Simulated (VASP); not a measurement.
# Ti: single point with PBE

Crystal: Ti.

```
Ti
1.0
     0.00000    2.00949    2.00949
     2.00949    0.00000    2.00949
     2.00949    2.00949    0.00000
Ti
1
Cartesian
  0.0000 0.0000 0.0000
```

This cell differs from its parent crystal: volume scaled by 0.97.

| Item | Value |
| --- | --- |
| Program | VASP 6.6.1 |
| Task | single point |
| Functional | PBE |
| Potentials or basis | VASP PAW PBE potentials, release 64 (Ti_sv) |
| Cutoff | 520 eV |
| k mesh | 15 × 15 × 15 |
| Occupations | fermi-dirac, width 0.05 eV |
| Spin | no spin polarisation |
| Dipole correction | no |
| Further INCAR settings | ALGO = Normal; EDIFF = 1e-06; NBANDS = 12 |

| Item | Value |
| --- | --- |
| Pressure | 8.0 GPa |
| Band gap on the k mesh | zero (band 6 reaches 9.87 eV, above the bottom of band 7 at 8.65 eV) |

Levels at points of the mesh, in eV from the Fermi level:
| k point | band 3 | band 4 | band 5 | band 6 | band 7 | band 8 | band 9 | band 10 |
| --- | --- | --- | --- | --- | --- | --- | --- | --- |
| (0.00, 0.00, 0.00) | -32.38 | -32.38 | -6.26 | 0.91 | 0.91 | 0.91 | 2.70 | 2.70 |

Run time: 11 s on 1 thread of Intel Xeon 6975P-C, with other jobs on the host, peak memory 0.15 GiB.
